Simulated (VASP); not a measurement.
# Na (P6_3/mmc) in VASP: further runs

Runs on Na. Level: PBEsol. Tasks: single point.

Everything below comes from runs of VASP 6.6.1. Logs are shortened: lines on timing, memory, paths and dates and some standing lists are left out, and cuts for length are marked.

**1. The cell of the first run**

It takes space group P6_3/mmc (No. 194, hexagonal). The conventional cell has a = 3.880 Å, b = 3.880 Å, c = 6.246 Å, α = 90.00°, β = 90.00°, γ = 120.00°. Na (site symmetry -6m2) has 12 Na at 3.84 to 3.88 Å within 5.0 Å.

This isn't the form of Na at room conditions, which is bcc.

**2. Single point, PBEsol (strain +0.030 along x and y, +0.015 along z)**

INCAR reads:

```
ALGO = Normal ; EDIFF = 1E-6
ENCUT = 520 ; GGA = PS
ISIF = 2 ; ISMEAR = 0
LASPH = T ; LCHARG = F
LREAL = F ; LWAVE = F
NBANDS = 14 ; NELM = 100
PREC = Accurate ; SIGMA = 0.15
```

KPOINTS reads:

```
k-points
0
Gamma
  12 12 8
```

POSCAR reads:

```
Na
1.0
    3.8800110275      0.0000000000      0.0000000000
   -1.9400055138      3.3601881168      0.0000000000
    0.0000000000      0.0000000000      6.2463100000
Na
2
Direct
    0.3333333333      0.6666666667      0.2500000000
    0.6666666667      0.3333333333      0.7500000000
```

Potentials or basis: VASP PAW PBE potentials, release 64 (Na_pv).

Launch:

```console
$ cat potpaw_PBE.64/Na_pv/POTCAR > POTCAR
$ mpirun -np 1 vasp_std > vasp.out
```

OUTCAR:

```text
EDIFF = 1E-6
   ENCUT = 520
   GGA = PS
   ISIF = 2
   ISMEAR = 0
   LASPH = T
   LREAL = F
   NELM = 100
   PREC = Accurate

 ion  position               nearest neighbor table
   1  0.333  0.667  0.250-
   2  0.667  0.333  0.750-

  LATTYP: Found a hexagonal cell.
 ALAT       =     3.8800110275
 C/A-ratio  =     1.6098691359

  Lattice vectors:

 A1 = (   3.8800110275,   0.0000000000,   0.0000000000)
 A2 = (  -1.9400055138,   3.3601881168,   0.0000000000)
 A3 = (   0.0000000000,   0.0000000000,   6.2463100000)

Analysis of symmetry for initial positions (statically):
=====================================================================
 Subroutine PRICEL returns:
 Original cell was already a primitive cell.

 Routine SETGRP: Setting up the symmetry group for a
 hexagonal supercell.

 Subroutine GETGRP returns: Found 24 space group operations
 (whereof 12 operations were pure point group operations)
 out of a pool of 24 trial point group operations.

The static configuration has the point symmetry D_3d.
 The point group associated with its full space group is D_6h.

Analysis of symmetry for dynamics (positions and initial velocities):
=====================================================================
 Subroutine PRICEL returns:
 Original cell was already a primitive cell.

 Routine SETGRP: Setting up the symmetry group for a
 hexagonal supercell.

 Subroutine GETGRP returns: Found 24 space group operations
 (whereof 12 operations were pure point group operations)
 out of a pool of 24 trial point group operations.

The dynamic configuration has the point symmetry D_3d.
 The point group associated with its full space group is D_6h.

 Subroutine INISYM returns: Found 24 space group operations
 (whereof 12 operations are pure point group operations),
 and found     1 'primitive' translations

----------------------------------------------------------------------------------------

                                     Primitive cell

  volume of cell :      81.4367

  direct lattice vectors                    reciprocal lattice vectors
     3.880011028  0.000000000  0.000000000     0.257731226  0.148801193  0.000000000
    -1.940005514  3.360188117  0.000000000     0.000000000  0.297602386  0.000000000
     0.000000000  0.000000000  6.246310000     0.000000000  0.000000000  0.160094520

  length of vectors
     3.880011028  3.880011028  6.246310000     0.297602386  0.297602386  0.160094520

  position of ions in fractional coordinates (direct lattice)
     0.333333333  0.666666667  0.250000000
     0.666666667  0.333333333  0.750000000

  ion indices of the primitive-cell ions
   primitive index   ion index
                 1           1
                 2           2

----------------------------------------------------------------------------------------

 KPOINTS: k-points

Automatic generation of k-mesh.
 Grid dimensions read from file:
 generate k-points for:   12   12    8

 Generating k-lattice:

  Cartesian coordinates                     Fractional coordinates (reciprocal lattice)
     0.021477602  0.012400099  0.000000000     0.083333333 -0.000000000  0.000000000
     0.000000000  0.024800199  0.000000000     0.000000000  0.083333333  0.000000000
     0.000000000  0.000000000  0.020011815     0.000000000  0.000000000  0.125000000

  Length of vectors
     0.024800199  0.024800199  0.020011815

  Shift w.r.t. Gamma in fractional coordinates (k-lattice)
     0.000000000  0.000000000  0.000000000

 Subroutine IBZKPT returns following result:
 ===========================================

 Found     95 irreducible k-points:

 Following reciprocal coordinates:
            Coordinates               Weight
  0.000000  0.000000  0.000000      1.000000
  0.083333  0.000000  0.000000      6.000000
  0.166667  0.000000  0.000000      6.000000
  0.250000  0.000000  0.000000      6.000000
  0.333333  0.000000  0.000000      6.000000
  0.416667  0.000000  0.000000      6.000000
[... 16 lines left out ...]
  0.250000  0.000000  0.125000     12.000000
  0.333333  0.000000  0.125000     12.000000
 [... further k-points ...]
   k-points           NKPTS =     95   k-points in BZ     NKDIM =     95   number of bands    NBANDS=     14
   number of dos      NEDOS =    301   number of ions     NIONS =      2
   total plane-waves  NPLWV =  43200
   dimension x,y,z NGX =    30 NGY =   30 NGZ =   48
   dimension x,y,z NGXF=    60 NGYF=   60 NGZF=   96
   ions per type =               2
   NGX,Y,Z   is equivalent  to a cutoff of  12.85, 12.85, 12.78 a.u.
   NGXF,Y,Z  is equivalent  to a cutoff of  25.71, 25.71, 25.55 a.u.
 SYSTEM =  unknown system
   PREC   = accura    normal or accurate (medium, high low for compatibility)
   ISTART =      0    job   : 0-new  1-cont  2-samecut
   ICHARG =      2    charge: 1-file 2-atom 10-const
   ISPIN  =      1    spin polarized calculation?
   LNONCOLLINEAR =      F non collinear calculations
   LSORBIT =      F    spin-orbit coupling
   LASPH  =      T    aspherical Exc in radial PAW
   ENCUT  =  520.0 eV  38.22 Ry    6.18 a.u.   7.21  7.21 11.61*2*pi/ulx,y,z
   NELM   =    100;   NELMIN=  2; NELMDL= -5     # of ELM steps
   EDIFF  = 0.1E-05   stopping-criterion for ELM
   LREAL  =      F    real-space projection
[... 7 lines left out ...]
   TEBEG  =    0.0;   TEEND  =   0.0 temperature during run
   PSTRESS=    0.0 pullay stress
   NELECT =      14.0000    total number of electrons
   NUPDOWN=      -1.0000    fix difference up-down
   EMIN   =  10.00;   EMAX   =-10.00  energy-range for DOS
   EFERMI =   0.00;   METHOD = LEGACY
   ISMEAR =     0;   SIGMA  =   0.15  broadening in eV -4-tet -1-fermi 0-gaus
   EFERMI_NEDOS =   21; number of points for ismear=-14 and -15
   IALGO  =     38    algorithm
   IMIX   =      4    mixing-type and parameters
     AMIX     =   0.40;   BMIX     =  1.00
     AMIX_MAG =   1.60;   BMIX_MAG =  1.00
  volume/ion in A,a.u.               =      40.72       274.78
  Fermi-wavevector in a.u.,A,eV,Ry     =   0.910285  1.720190 11.274048  0.828619
  Thomas-Fermi vector in A             =   2.034429
   LORBIT       =      0    0 simple, 1 ext, 2 COOP (PROOUT), +10 PAW based schemes
   GGA     = PS    functional components
   LHFCALC =     F    Hartree Fock is set to
   AEXX    =    0.0000 exact exchange contribution
   IVDW    =     0    specifies the selected vdW correction
   LEPSILON=     F    determine dielectric tensor
   LRPA    =     F    only Hartree local field effects (RPA)
 non-spin polarized calculation
 Gauss-broadening in eV      SIGMA  =   0.15
  energy-cutoff  :      520.00
  volume of cell :       81.44
 maximum number of plane-waves:      2219
 NGX is ok and might be reduce to    30
   NGX = 15   NGY = 15   NGZ = 23

 number of electron      14.0000000 magnetization

 Free energy of the ion-electron system (eV)
  ---------------------------------------------------
  ext. energy  EPLUGINS =         0.00000000
  ---------------------------------------------------
  free energy    TOTEN  =        -2.78671235 eV

  energy without entropy =       -2.77732461  energy(sigma->0) =       -2.78201848

 E-fermi :   0.0451     XC(G=0):  -6.2588

 val. band max:        0.0184222218   @ k =   0.0833   0.0000   0.1250
 cond. band min:       0.0837638163   @ k =   0.4167   0.0833   0.2500
 fundamental gap:      0.0653415945
 Fermi energy:         0.0450948816

 k-point     1 :       0.0000    0.0000    0.0000
  band No.  band energies     occupation
      1     -24.8343      2.00000
      2     -24.8119      2.00000
      3     -24.8119      2.00000
      4     -24.8082      2.00000
      5     -24.8080      2.00000
      6     -24.8080      2.00000
      7      -3.0327      2.00000
      8       0.6508      0.00000
      9       1.0128      0.00000
     10       9.4060      0.00000
     11       9.4061      0.00000
     12       9.6469      0.00000
     13       9.6469      0.00000
     14       9.9958      0.00000

 k-point     2 :       0.0833    0.0000    0.0000
  band No.  band energies     occupation
      1     -24.8337      2.00000
      2     -24.8131      2.00000
      3     -24.8123      2.00000
      4     -24.8093      2.00000
      5     -24.8085      2.00000
      6     -24.8082      2.00000
      7      -2.9373      2.00000
      8       0.7366      0.00000
      9       1.1059      0.00000
     10       7.8086      0.00000
     11       8.6412      0.00000
     12       9.0863      0.00000
     13      10.5347      0.00000
     14      10.8469      0.00000

 k-point     3 :       0.1667    0.0000    0.0000
  band No.  band energies     occupation
      1     -24.8321      2.00000
      2     -24.8164      2.00000
      3     -24.8134      2.00000
      4     -24.8126      2.00000
      5     -24.8092      2.00000
      6     -24.8088      2.00000
      7      -2.6523      2.00000
      8       0.9940      0.00000
      9       1.3815      0.00000
     10       6.0391      0.00000
     11       7.9228      0.00000
     12       8.1957      0.00000
     13       9.3287      0.00000
     14      10.2305      0.00000
[... 324 lines left out ...]
 k-point    23 :       0.2500    0.0000    0.1250
  band No.  band energies     occupation
      1     -24.8294      2.00000
      2     -24.8204      2.00000
      3     -24.8178      2.00000
      4     -24.8146      2.00000
      5     -24.8106      2.00000
      6     -24.8098      2.00000
      7      -2.1194      2.00000
      8       0.7330      0.00000
      9       2.6097      0.00000
     10       4.4793      0.00000
     11       6.8967      0.00000
     12       7.4146      0.00000
     13       7.8648      0.00000
     14       9.3922      0.00000

 k-point    24 :       0.3333    0.0000    0.1250
  band No.  band energies     occupation
      1     -24.8282      2.00000
      2     -24.8237      2.00000
      3     -24.8221      2.00000
      4     -24.8159      2.00000
      5     -24.8120      2.00000
      6     -24.8107      2.00000
      7      -1.4660      2.00000
      8       1.3415      0.00000
      9       2.7552      0.00000
     10       3.4671      0.00000
     11       5.5419      0.00000
     12       6.9581      0.00000
     13       7.0145      0.00000
     14       8.3676      0.00000

 [... further k-points ...]
[... 5 lines left out ...]
  --------------------------------------------------------------------------------------
  -------------------------------------------------------------------------------------
  Total       -0.3551406     -0.3551406     -0.3373105      0.0000000      0.0000000      0.0000000
  in kB       -6.9870022     -6.9870022     -6.6362132      0.0000000      0.0000000      0.0000000
  external PRESSURE =      -6.8700725 kB  Pullay stress =       0.0000000 kB

 VOLUME and BASIS-vectors are now :
 -----------------------------------------------------------------------------
  energy-cutoff  :      520.00
  volume of cell :       81.44
      direct lattice vectors                 reciprocal lattice vectors
     3.880011028  0.000000000  0.000000000     0.257731226  0.148801193  0.000000000
    -1.940005514  3.360188117  0.000000000     0.000000000  0.297602386  0.000000000
     0.000000000  0.000000000  6.246310000     0.000000000  0.000000000  0.160094520

 POSITION                                       TOTAL-FORCE (eV/Angst)
 -----------------------------------------------------------------------------------
     -0.00000      2.24013      1.56158        -0.000000      0.000000     -0.000000
      1.94001      1.12006      4.68473         0.000000     -0.000000      0.000000
 -----------------------------------------------------------------------------------
    total drift:                               -0.000000      0.000000      0.000000

  FREE ENERGIE OF THE ION-ELECTRON SYSTEM (eV)
  ---------------------------------------------------
  free  energy   TOTEN  =        -2.7867123527 eV

  energy  without entropy=       -2.7773246083  energy(sigma->0) =       -2.78201848
```

Run time: 25 s. Hardware: 1 thread of Intel Xeon 6975P-C (Granite Rapids), shared host; peak memory 0.23 GiB.

What came out:

```
Free energy            : -2.7867 eV
Pressure               : -0.7 GPa
Band gap on the k mesh : zero (bands 7 and 8 overlap by 4.04 eV)
```

Caveat: the cell differs from its parent crystal (strain +0.030 along x and y, +0.015 along z); the PAW data sets were made with another functional, which shifts forces and pressure a little.

**3. Single point, PBEsol (strain +0.030 along x and y, +0.030 along z)**

INCAR reads:

```
SYSTEM = Na
  ALGO = Normal
  EDIFF = 1E-6
  ENCUT = 520
  GGA = PS
  ISIF = 2
  ISMEAR = 0
  LASPH = .TRUE.
  LCHARG = .FALSE.
  LREAL = .FALSE.
  LWAVE = .FALSE.
  NBANDS = 14
  NELM = 100
  PREC = Accurate
  SIGMA = 0.15
```

KPOINTS reads:

```
k-points
0
G
  12 12 8
  0 0 0
```

POSCAR, as its differences from that of step 2:

```diff
@@ -4,3 +4,3 @@
    -1.9400055138      3.3601881168      0.0000000000
-    0.0000000000      0.0000000000      6.2463100000
+    0.0000000000      0.0000000000      6.3386200000
 Na
```

Potentials or basis: VASP PAW PBE potentials, release 64 (Na_pv).

Launch:

```console
$ cat potpaw_PBE.64/Na_pv/POTCAR > POTCAR
$ mpirun -np 1 vasp_std > vasp.out
```

Wall time 23 s (1 thread of Intel Xeon 6975P-C (Granite Rapids), shared host); peak memory 0.23 GiB.

Results (log left out):

```yaml
Free_energy: -2.7809 eV
Pressure: -0.8 GPa
Band_gap_on_the_k_mesh: zero (bands 7 and 8 overlap by 4.05 eV)
```

Stress tensor (GPa, compression positive):
```
-0.72  0.00  0.00
 0.00 -0.72  0.00
 0.00  0.00 -0.83
```

Levels at points of the mesh, in eV from the Fermi level:
```
           k point  band 5  band 6  band 7  band 8  band 9  band 10
(0.00, 0.00, 0.00)  -24.87  -24.87   -3.05    0.55    0.87     9.40
(0.50, 0.00, 0.00)  -24.87  -24.87    0.25    0.32    3.63     3.69
(0.00, 0.00, 0.50)  -24.87  -24.87   -2.09   -2.09    5.17     5.17
(0.50, 0.00, 0.50)  -24.87  -24.87    1.01    1.01    1.42     1.42
```

Caveat: the cell differs from its parent crystal (strain +0.030 along x and y, +0.030 along z); the PAW data sets were made with another functional, which shifts forces and pressure a little.

The gap in the log of VASP goes by the Fermi energy; the results here count the filled bands.